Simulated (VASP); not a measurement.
A run of VASP 6.6.1 is set up as follows.

Contents of INCAR:

```
  PREC = Accurate
  ENCUT = 520
  EDIFF = 1E-6
  ISMEAR = -1
  SIGMA = 0.05
  LREAL = F
  LASPH = T
  NELM = 80
  ALGO = Normal
  ISIF = 2
  LWAVE = F
  LCHARG = F
  GGA = RE
  NBANDS = 18
```

KPOINTS

```
regular mesh
0
Gamma
  8 8 6
```

Contents of POSCAR:

```
P
1.0
    1.6582908079     -7.7131494048      0.0000000000
    1.6582908079      7.7131494048      0.0000000000
    0.0000000000      0.0000000000      4.7268447231
P
4
Direct
    0.9319095377      0.0680904623      0.5919595935
    0.0680904623      0.9319095377      0.4080404065
    0.5680904623      0.4319095377      0.0919595935
    0.4319095377      0.5680904623      0.9080404065
```

Potentials or basis: VASP PAW PBE potentials, release 64 (P).

Run with:

```sh
$ cat potpaw_PBE.64/P/POTCAR > POTCAR
$ mpirun -np 1 vasp_std > vasp.out
```

(1) Predict the pressure.

(2) Predict the largest force.

(3) Estimate the band gap on the k mesh.

## Answers

(1) -0.3 GPa.

(2) 0.069 eV/Å.

(3) 0.91 eV.

Caveat: the PAW data sets were made with another functional, which shifts forces and pressure a little.
